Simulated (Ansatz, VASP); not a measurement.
# Two plane-wave programs on AlRu

```
Ru Al
1.0
     3.00474    0.00000    0.00000
     0.00000    3.00474    0.00000
     0.00000    0.00000    3.00247
Ru Al
1 1
Direct
  0.50000 0.50000 0.50000
  0.00000 0.00000 0.00000
```

Alike in both runs: functional PBE; k mesh 16 × 16 × 10; occupations gaussian, width 0.1 eV; no spin polarisation.

Ansatz relaxed the structure, and its values are those at the end. VASP's run is a single point on that final structure, the one shown.

|  | VASP | Ansatz |
| --- | --- | --- |
| version | VASP 6.6.1 | Ansatz 0.2.0 |
| potentials or method | VASP PAW PBE potentials, release 64 (Ru_pv, Al), cutoff 520 eV | scalar-relativistic, plane waves, PAW |
| valence electrons in the cell | 17 | 19 |

```tsv
	VASP	Ansatz	Ansatz less VASP
gap on the k mesh at the Fermi level (eV)	none	none	-
pressure (GPa)	-0.1	0.0	+0.05
```

A gap of «none» marks a metal or a gap that the smearing closes. VASP's potentials hold 17 valence electrons a cell and Ansatz's 19, so a difference there can come from the potentials and not from the codes.
